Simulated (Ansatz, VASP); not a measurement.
# One calculation of WS2, two programs

```xyz
3
Lattice="3.1835 0.0000 0.0000 -1.5918 2.7570 0.0000 0.0000 0.0000 16.9506" Properties=species:S:1:pos:R:3 pbc="T T T"
W     0.0000    0.0000    0.0000
S     0.0000    1.8380    1.5595
S     0.0000    1.8380   15.3911
```

Alike in both runs: task single point; functional PBE; k mesh 10 × 10 × 2; occupations gaussian, width 0.011 eV; no spin polarisation.

|  | VASP | Ansatz |
| --- | --- | --- |
| version | VASP 6.6.1 | Ansatz 0.2.0 |
| potentials or method | VASP PAW PBE potentials, release 64 (W_sv, S) | Ansatz PAW |
| plane-wave cutoff (eV) | 520 | 420 |
| valence electrons in the cell | 26 | 26 |

Ansatz gave:

```
gap on the k mesh at the Fermi level (eV) : 1.99
least direct gap on the mesh (eV)         : 2.15
rms of the force components (eV/Å)        : 0.122
```

Q: Which values does VASP return?

A: gap on the k mesh at the Fermi level (eV): 2.00; least direct gap on the mesh (eV): 2.16; rms of the force components (eV/Å): 0.124.

Atom by atom the forces differ by 0.002 eV/Å (rms over components). With one functional, cell and mesh, what is left measures potentials, basis and numerics.

Neither program's run includes spin-orbit coupling.
